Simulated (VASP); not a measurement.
# MgO in VASP: a series of runs, part 2 of 2

VASP 6.6.1.

## (3) Single point, PBE (the part above a cut slid along it)

File INCAR:

```
SYSTEM = MgO
PREC = Accurate
ENCUT = 520
EDIFF = 1E-6
ISMEAR = 0
SIGMA = 0.05
LREAL = .FALSE.
LASPH = .TRUE.
NELM = 100
ALGO = Normal
ISIF = 2
LWAVE = .FALSE.
LCHARG = .FALSE.
GGA = PE
NBANDS = 36
ISYM = 0
```

File KPOINTS:

```
Automatic mesh
0
G
  7 7 2
  0 0 0
```

File POSCAR:

```
MgO
1.0
   -3.5213164963      0.0000000000      0.0000000000
   -1.7606582481     -3.0495495406      0.0000000000
   -3.0811519343     -2.2871621555     12.7181472718
Mg O
6 6
Direct
    0.6249916667      0.6041541667      0.0833500000
    0.4583250000      0.3541541667      0.4166833333
    0.2916583333      0.1041541667      0.7500166667
   -0.1250083333     -0.3541791667      0.9166833333
    0.2083250000      0.1458208333      0.2500166667
    0.0416583333     -0.1041791667      0.5833500000
    0.2083250000     -0.0208458333      0.9166833333
    0.5416583333      0.4791541667      0.2500166667
    0.3749916667      0.2291541667      0.5833500000
    0.2916583333      0.2708208333      0.0833500000
    0.1249916667      0.0208208333      0.4166833333
   -0.0416750000     -0.2291791667      0.7500166667
```

Potentials or basis: VASP PAW PBE potentials, release 64 (Mg, O).

Run with:

```bash
$ cat potpaw_PBE.64/Mg/POTCAR potpaw_PBE.64/O/POTCAR > POTCAR
$ mpirun -np 1 vasp_std > vasp.out
```

OUTCAR:

```text
SYSTEM = MgO
   PREC = Accurate
   ENCUT = 520
   EDIFF = 1E-6
   ISMEAR = 0
   LREAL = .FALSE.
   LASPH = .TRUE.
   NELM = 100
   ISIF = 2
   GGA = PE
   ISYM = 0

 ion  position               nearest neighbor table
   1  0.625  0.604  0.083-  10 2.03  10 2.03  10 2.03   8 2.12   4 2.18   7 2.61   5 2.94   5 2.94
                             5 2.94
   2  0.458  0.354  0.417-  11 2.03  11 2.03  11 2.03   8 2.12   9 2.12   5 2.94   5 2.94   5 2.94
                             6 2.94   6 2.94   6 2.94
   3  0.292  0.104  0.750-  12 2.03  12 2.03  12 2.03   7 2.12   9 2.12   4 2.94   4 2.94   4 2.94
                             6 2.94   6 2.94   6 2.94
   4  0.875  0.646  0.917-   7 2.03   7 2.03   7 2.03  12 2.12   1 2.18  10 2.61   3 2.94   3 2.94
                             3 2.94
   5  0.208  0.146  0.250-   8 2.03   8 2.03   8 2.03  11 2.12  10 2.12   2 2.94   2 2.94   2 2.94
                             1 2.94   1 2.94   1 2.94
   6  0.042  0.896  0.583-   9 2.03   9 2.03   9 2.03  12 2.12  11 2.12   3 2.94   2 2.94   3 2.94
                             2 2.94   2 2.94   3 2.94
   7  0.208  0.979  0.917-   4 2.03   4 2.03   4 2.03   3 2.12   1 2.61
   8  0.542  0.479  0.250-   5 2.03   5 2.03   5 2.03   2 2.12   1 2.12
   9  0.375  0.229  0.583-   6 2.03   6 2.03   6 2.03   3 2.12   2 2.12
  10  0.292  0.271  0.083-   1 2.03   1 2.03   1 2.03   5 2.12   4 2.61
  11  0.125  0.021  0.417-   2 2.03   2 2.03   2 2.03   5 2.12   6 2.12
  12  0.958  0.771  0.750-   3 2.03   3 2.03   3 2.03   4 2.12   6 2.12

IMPORTANT INFORMATION: All symmetrisations will be switched off!
NOSYMM: (Re-)initialisation of all symmetry stuff for point group C_1.

----------------------------------------------------------------------------------------

                                     Primitive cell

  volume of cell :     136.5729

  direct lattice vectors                    reciprocal lattice vectors
    -3.521316496  0.000000000  0.000000000    -0.283984697  0.163958642 -0.039313902
    -1.760658248 -3.049549541  0.000000000     0.000000000 -0.327917283 -0.058970854
    -3.081151934 -2.287162155 12.718147272     0.000000000  0.000000000  0.078627805

  length of vectors
     3.521316496  3.521316496 13.284422381     0.330265541  0.333177589  0.078627805

  position of ions in fractional coordinates (direct lattice)
     0.624991667  0.604154167  0.083350000
     0.458325000  0.354154167  0.416683333
     0.291658333  0.104154167  0.750016667
     0.874991667  0.645820833  0.916683333
     0.208325000  0.145820833  0.250016667
     0.041658333  0.895820833  0.583350000
     0.208325000  0.979154167  0.916683333
     0.541658333  0.479154167  0.250016667
     0.374991667  0.229154167  0.583350000
     0.291658333  0.270820833  0.083350000
     0.124991667  0.020820833  0.416683333
     0.958325000  0.770820833  0.750016667

  ion indices of the primitive-cell ions
   primitive index   ion index
                 1           1
                 2           2
                 3           3
                 4           4
                 5           5
                 6           6
                 7           7
                 8           8
                 9           9
                10          10
                11          11
                12          12

----------------------------------------------------------------------------------------

[... 77 lines left out ...]
   dimension x,y,z NGXF=    56 NGYF=   56 NGZF=  200
   ions per type =               6   6
   NGX,Y,Z   is equivalent  to a cutoff of  13.22, 13.22, 12.51 a.u.
   NGXF,Y,Z  is equivalent  to a cutoff of  26.44, 26.44, 25.03 a.u.
 SYSTEM =  MgO
   PREC   = accura    normal or accurate (medium, high low for compatibility)
   ISTART =      0    job   : 0-new  1-cont  2-samecut
   ICHARG =      2    charge: 1-file 2-atom 10-const
   ISPIN  =      1    spin polarized calculation?
   LNONCOLLINEAR =      F non collinear calculations
   LSORBIT =      F    spin-orbit coupling
   LASPH  =      T    aspherical Exc in radial PAW
   ENCUT  =  520.0 eV  38.22 Ry    6.18 a.u.   6.55  6.55 24.70*2*pi/ulx,y,z
   NELM   =    100;   NELMIN=  2; NELMDL= -5     # of ELM steps
   EDIFF  = 0.1E-05   stopping-criterion for ELM
   LREAL  =      F    real-space projection
   EDIFFG = 0.1E-04   stopping-criterion for IOM
   NSW    =      0    number of steps for IOM
   IBRION =     -1    ionic relax: 0-MD 1-quasi-New 2-CG
   NFREE  =      0    steps in history (QN), initial steepest desc. (CG)
   ISIF   =      2    stress and relaxation
   ISYM   =      0    0-nonsym 1-usesym 2-fastsym
   POTIM  = 0.5000    time-step for ionic-motion
   TEBEG  =    0.0;   TEEND  =   0.0 temperature during run
   PSTRESS=    0.0 pullay stress
   NELECT =      48.0000    total number of electrons
   NUPDOWN=      -1.0000    fix difference up-down
   EMIN   =  10.00;   EMAX   =-10.00  energy-range for DOS
   EFERMI =   0.00;   METHOD = LEGACY
   ISMEAR =     0;   SIGMA  =   0.05  broadening in eV -4-tet -1-fermi 0-gaus
   EFERMI_NEDOS =   21; number of points for ismear=-14 and -15
   IALGO  =     38    algorithm
   IMIX   =      4    mixing-type and parameters
     AMIX     =   0.40;   BMIX     =  1.00
     AMIX_MAG =   1.60;   BMIX_MAG =  1.00
  volume/ion in A,a.u.               =      11.38        76.80
  Fermi-wavevector in a.u.,A,eV,Ry     =   1.155315  2.183229 18.160411  1.334753
  Thomas-Fermi vector in A             =   2.291944
   LORBIT       =      0    0 simple, 1 ext, 2 COOP (PROOUT), +10 PAW based schemes
   GGA     = PE    functional components
   LHFCALC =     F    Hartree Fock is set to
   AEXX    =    0.0000 exact exchange contribution
   IVDW    =     0    specifies the selected vdW correction
   LEPSILON=     F    determine dielectric tensor
   LRPA    =     F    only Hartree local field effects (RPA)
 non-spin polarized calculation
 Gauss-broadening in eV      SIGMA  =   0.05
  energy-cutoff  :      520.00
  volume of cell :      136.57
 maximum number of plane-waves:      3730
 NGX is ok and might be reduce to    28
   NGX = 13   NGY = 13   NGZ = 49

 number of electron      48.0000002 magnetization

 Free energy of the ion-electron system (eV)
  ---------------------------------------------------
  ext. energy  EPLUGINS =         0.00000000
  ---------------------------------------------------
  free energy    TOTEN  =       -68.37141907 eV

  energy without entropy =      -68.37141907  energy(sigma->0) =      -68.37141907

 E-fermi :   2.2706     XC(G=0):  -9.9532

 val. band max:        2.0282222599   @ k =   0.0000   0.0000   0.0000
 cond. band min:       4.7722156928   @ k =   0.0000   0.0000   0.0000
 fundamental gap:      2.7439934329
 Fermi energy:         2.2705665199

 k-point     1 :       0.0000    0.0000    0.0000
  band No.  band energies     occupation
      1     -14.9082      2.00000
      2     -14.6101      2.00000
      3     -14.5375      2.00000
      4     -13.9344      2.00000
      5     -13.9010      2.00000
      6     -13.5536      2.00000
[... 925 lines left out ...]
     35      13.0126      0.00000
     36      13.1066      0.00000

 [... further k-points ...]

------------------------ aborting loop because EDIFF is reached ----------------------------------------

  FORCE on cell =-STRESS in cart. coord.  units (eV):
  Direction    XX          YY          ZZ          XY          YZ          ZX
  --------------------------------------------------------------------------------------
  -------------------------------------------------------------------------------------
  Total       -4.8333738     -2.9951157      8.0550439      1.5914462     -1.7582941      3.0456670
  in kB      -56.7017374    -35.1365878     94.4961013     18.6697259    -20.6270675     35.7296203
  external PRESSURE =       0.8859254 kB  Pullay stress =       0.0000000 kB

 VOLUME and BASIS-vectors are now :
 -----------------------------------------------------------------------------
  energy-cutoff  :      520.00
  volume of cell :      136.57
      direct lattice vectors                 reciprocal lattice vectors
    -3.521316496  0.000000000  0.000000000    -0.283984697  0.163958642 -0.039313902
    -1.760658248 -3.049549541  0.000000000     0.000000000 -0.327917283 -0.058970854
    -3.081151934 -2.287162155 12.718147272     0.000000000  0.000000000  0.078627805

 POSITION                                       TOTAL-FORCE (eV/Angst)
 -----------------------------------------------------------------------------------
     -3.52132     -2.03303      1.06006         1.277618     -0.737632      3.875383
     -3.52132     -2.03303      5.29944        -0.000251      0.000151      0.001400
     -3.52132     -2.03303      9.53882        -0.010124      0.005849     -0.025337
     -7.04263     -4.06607     11.65851        -1.277620      0.737633     -3.875384
     -1.76066     -1.01652      3.17975         0.010122     -0.005848      0.025338
     -3.52132     -4.06607      7.41913         0.000250     -0.000150     -0.001400
     -5.28197     -5.08258     11.65851        -0.185412      0.106907     -0.133816
     -3.52132     -2.03303      3.17975        -0.015857      0.009019     -0.009889
     -3.52132     -2.03303      7.41913         0.001108     -0.000496     -0.001396
     -1.76066     -1.01652      1.06006         0.185415     -0.106904      0.133823
     -1.76066     -1.01652      5.29944        -0.001114      0.000490      0.001398
     -7.04263     -4.06607      9.53882         0.015866     -0.009019      0.009880
 -----------------------------------------------------------------------------------
    total drift:                                0.000011     -0.000006     -0.000001

  FREE ENERGIE OF THE ION-ELECTRON SYSTEM (eV)
  ---------------------------------------------------
  free  energy   TOTEN  =       -68.3714190690 eV

  energy  without entropy=      -68.3714190690  energy(sigma->0) =      -68.37141907
```

Wall time 7.8 min (1 thread of Intel Xeon 8259CL, shared host); peak memory 0.37 GiB.

Results:

```
Free energy            : -68.3714 eV
Pressure               : 0.1 GPa
Largest force          : 4.147 eV/Å
Band gap on the k mesh : 2.74 eV
```

Forces on the atoms (eV/Å):
```
Mg   1.278 -0.738  3.875
Mg   0.000  0.000  0.001
Mg  -0.010  0.006 -0.025
Mg  -1.278  0.738 -3.875
Mg   0.010 -0.006  0.025
Mg   0.000  0.000 -0.001
O   -0.185  0.107 -0.134
O   -0.016  0.009 -0.010
O    0.001  0.000 -0.001
O    0.185 -0.107  0.134
O   -0.001  0.000  0.001
O    0.016 -0.009  0.010
```

Levels at points of the mesh, in eV from the valence-band top:
```
           k point  band 22  band 23  band 24  band 25  band 26  band 27
(0.00, 0.00, 0.00)    -1.01    -0.79     0.00     2.74     4.40     4.80
(0.00, 0.00, 0.50)    -0.80    -0.72    -0.38     3.12     3.65     5.70
```

Caveat: the cell differs from its parent crystal (the part above a cut slid along it); the stress differs along the axes, from -6 to 9 GPa; forces of over 1 eV/Å act on the atoms, so gaps and moduli don't describe the material at rest.
